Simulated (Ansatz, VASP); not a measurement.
## Si: VASP beside Ansatz

```xyz
2
Lattice="0.0000 2.7221 2.7221 2.7221 0.0000 2.7221 2.7221 2.7221 0.0000" Properties=species:S:1:pos:R:3 pbc="T T T"
Si    0.0000    0.0000    0.0000
Si    1.3610    1.3610    1.3610
```

Alike in both runs: functional r2SCAN; k mesh 18 × 18 × 18; occupations gaussian, width 0.02 eV; no spin polarisation.

Ansatz relaxed the structure, and its values are those at the end. VASP's run is a single point on that final structure, the one shown.

|  | VASP | Ansatz |
| --- | --- | --- |
| version | VASP 6.6.1 | Ansatz 0.2.0 |
| potentials or method | VASP PAW PBE potentials, release 64 (Si) | scalar-relativistic, plane waves, PAW |
| plane-wave cutoff (eV) | 520 | 500 |
| valence electrons in the cell | 8 | 8 |

```csv
,VASP,Ansatz,Ansatz less VASP
gap on the k mesh at the Fermi level (eV),0.80,0.79,-0.015
least direct gap on the mesh (eV),2.76,2.74,-0.016
pressure (GPa),-0.2,0.0,+0.24
```

VASP's potentials were made for PBE, not for r2SCAN.
